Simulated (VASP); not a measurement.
ZnO, 2 atoms in the cell. The structure is tetragonal, space group I4/mmm (No. 139). The conventional cell has a = 2.915 Å, b = 2.915 Å, c = 4.230 Å, α = 90.00°, β = 90.00°, γ = 90.00°. Within 2.7 Å of Zn (site symmetry 4/mmm) lie 6 O at 2.06 to 2.12 Å. O (site symmetry 4/mmm) has 6 Zn at 2.06 to 2.12 Å within 2.7 Å.  This cell differs from its parent crystal: strain -0.050 along x and y, -0.025 along z.

```yaml
Program: VASP 6.6.1
Task: single point
Functional: LDA
Potentials_or_basis: VASP PAW LDA potentials, release 64 (Zn, O_h)
Cutoff: 1340 eV
k_mesh: 12 × 12 × 12
Occupations: gaussian, width 0.05 eV
Spin: no spin polarisation
Dipole_correction: no
Further_INCAR_settings: ALGO = Normal; EDIFF = 1e-06; NBANDS = 16
```

Potentials or basis: VASP PAW LDA potentials, release 64 (Zn, O_h).

Run with:

```bash
$ cat potpaw_LDA.64/Zn/POTCAR potpaw_LDA.64/O_h/POTCAR > POTCAR
$ mpirun -np 1 vasp_std > vasp.out
```

Hardware: 1 thread of AMD EPYC 7R13 Processor (Zen 3), with other jobs on the host.

Q: How long does it take, and how much memory?

A: Run time: 2.5 min on 1 thread of AMD EPYC 7R13 Processor (Zen 3) (shared host), peak memory 0.29 GiB. Counts: scf iterations 12, k points 163.
